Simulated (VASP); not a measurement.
The system is SnTe2.

```
CELL_PARAMETERS angstrom
2.08831 1.20569 6.29096
-2.08831 1.20569 6.29096
0.00000 -2.41137 6.29096
ATOMIC_POSITIONS crystal
Sn 0.00000 0.00000 0.00000
Te 0.24137 0.24137 0.24137
Te 0.75863 0.75863 0.75863
```

Base run:

```yaml
Program: VASP 6.6.1
Functional: PBE
Potentials_or_basis: VASP PAW PBE potentials, release 64 (Sn_d, Te)
Cutoff: 500 eV
k_mesh: 6 × 6 × 6
Occupations: methfessel-paxton, width 0.5 eV
Spin: no spin polarisation
```

Its results: band gap on the k mesh zero (band 13 reaches 6.38 eV, above the bottom of band 14 at 5.62 eV); pressure 1.9 GPa; largest force 0.393 eV/Å.

**Question.** The run is repeated on the same cell with these changes: occupations from methfessel-paxton, width 0.5 eV to fermi-dirac, width 0.5 eV. What comes out?

**Answer.** Band gap on the k mesh zero (band 13 reaches 6.36 eV, above the bottom of band 14 at 5.60 eV); pressure 3.7 GPa; largest force 0.567 eV/Å.

Caveats: spin-orbit coupling is left out, which moves the levels of the heavy elements.
